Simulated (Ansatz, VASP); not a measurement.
## Two plane-wave programs on W

```xyz
1
Lattice="-1.5664 1.5664 1.5664 1.5664 -1.5664 1.5664 1.5664 1.5664 -1.5664" Properties=species:S:1:pos:R:3 pbc="T T T"
W     0.0000    0.0000    0.0000
```

Alike in both runs: task single point; functional PBEsol; k mesh 6 × 6 × 6; occupations gaussian, width 0.12 eV; no spin polarisation.

```csv
,VASP,Ansatz
version,VASP 6.6.1,Ansatz 0.2.0
potentials or method,"VASP PAW PBE potentials, release 64 (W_sv), cutoff 500 eV","scalar-relativistic, plane waves, PAW"
valence electrons in the cell,14,14
```

```tsv
	VASP	Ansatz	Ansatz less VASP
gap on the k mesh at the Fermi level (eV)	none	none	-
pressure (GPa)	5.6	4.8	-0.77
```

VASP's potentials were made for PBE, not for PBEsol. A gap of «none» marks a metal or a gap that the smearing closes.

The k mesh is coarse, so the values compare programs but aren't converged. Neither program's run includes spin-orbit coupling.
